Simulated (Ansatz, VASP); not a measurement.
## One calculation of BiIr, two programs

The input INCAR:

```
ALGO = Normal ; EDIFF = 1E-6
ENCUT = 500 ; GGA = PE
GGA_COMPAT = F ; ISIF = 2
ISMEAR = 0 ; LASPH = T
LCHARG = F ; LREAL = F
LWAVE = F ; NBANDS = 19
NELM = 120 ; PREC = Accurate
SIGMA = 0.05
```

File KPOINTS:

```
k-points
0
Gamma
  10 10 10
```

Contents of POSCAR:

```
BiIr
1.0
    0.0000000000      2.8903843233      2.8903843233
    2.8903843233      0.0000000000      2.8903843233
    2.8903843233      2.8903843233      0.0000000000
Ir Bi
1 1
Direct
    0.0000000000      0.0000000000      0.0000000000
    0.2500000000      0.2500000000      0.2500000000
```

Input for Ansatz:

```yaml
crystal:
  lattice:
    - [0.0, 2.8903843233, 2.8903843233]
    - [2.8903843233, 0.0, 2.8903843233]
    - [2.8903843233, 2.8903843233, 0.0]
  atoms:
    - { symbol: Ir, position: [0.0, 0.0, 0.0] }
    - { symbol: Bi, position: [0.25, 0.25, 0.25] }
basis:
  ecutwfc: 420
  ecutrho_ratio: 4
kpoints:
  mp_grid: { grid: [10, 10, 10] }
hamiltonian:
  xc: pbe
scf:
  occupations: { method: gaussian, width: 0.05 }
output:
  forces: true
  stress: true
  eigenvalues: true
```

Alike in both runs: task single point; functional PBE; k mesh 10 × 10 × 10; occupations gaussian, width 0.05 eV; no spin polarisation.

|  | VASP | Ansatz |
| --- | --- | --- |
| version | VASP 6.6.1 | Ansatz 0.2.0 |
| potentials or method | VASP PAW PBE potentials, release 64 (Ir, Bi_d), cutoff 500 eV | scalar-relativistic, plane waves, PAW |
| valence electrons in the cell | 24 | 32 |

|  | VASP | Ansatz | Ansatz less VASP |
| --- | --- | --- | --- |
| gap on the k mesh at the Fermi level (eV) | none | none | - |
| pressure (GPa) | 23.9 | 23.7 | -0.22 |

A gap of «none» marks a metal or a gap that the smearing closes. VASP's potentials hold 24 valence electrons a cell and Ansatz's 32, so a difference there can come from the potentials and not from the codes.

Spin-orbit coupling is off throughout.
